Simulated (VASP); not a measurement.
Runs of VASP 6.6.1 on SiSnO4. The structure is that of space group Cmmm (No. 65), or close to it. The cells are those of the table. 

```csv
task,level,cell,cutoff (eV),smearing,gap on the mesh (eV),pressure (GPa),largest force (eV/Å)
single point,PBEsol,"a = 4.492, b = 4.492, c = 2.953 Å, angles 90.0, 90.0, 88.5°, 6 atoms",520,fermi-dirac 0.02 eV,2.11,0.7,0.03
single point,r2SCAN,"a = 4.481, b = 4.481, c = 2.945 Å, angles 90.0, 90.0, 88.4°, 6 atoms",520,fermi-dirac 0.02 eV,3.05,1.0,0.09
single point,PBE,"a = 4.481, b = 4.481, c = 2.945 Å, angles 90.0, 90.0, 88.4°, 6 atoms",520,fermi-dirac 0.02 eV,2.27,9.1,(b)
single point,r2SCAN,"a = 4.481, b = 4.481, c = 2.945 Å, angles 90.0, 90.0, 88.4°, 6 atoms",520,gaussian 0.01 eV,3.05,1.0,0.09
relaxation of cell and atoms,PBEsol,"relaxed from a = 4.536, b = 4.536, c = 2.976 Å, angles 90.0, 90.0, 88.4°, 6 atoms",600,fermi-dirac 0.02 eV,(a),0.0,-
single point,PBE,"a = 4.536, b = 4.536, c = 2.976 Å, angles 90.0, 90.0, 88.4°, 6 atoms",520,fermi-dirac 0.02 eV,1.82,(c),0.05
```

Alike in all rows: potentials or basis VASP PAW PBE potentials, release 64 (Sn_d, Si, O); no spin polarisation; k mesh 6 × 6 × 8.

Q: Fill in the values left out.

A: (a) 2.09; (b) 0.18; (c) 0.5.

Caveats: spin-orbit coupling is left out, which moves the levels of the heavy elements; the PAW data sets were made with another functional, which shifts forces and pressure a little (some runs).

A k mesh can miss the band edges, and the runs leave out spin-orbit coupling on Sn.
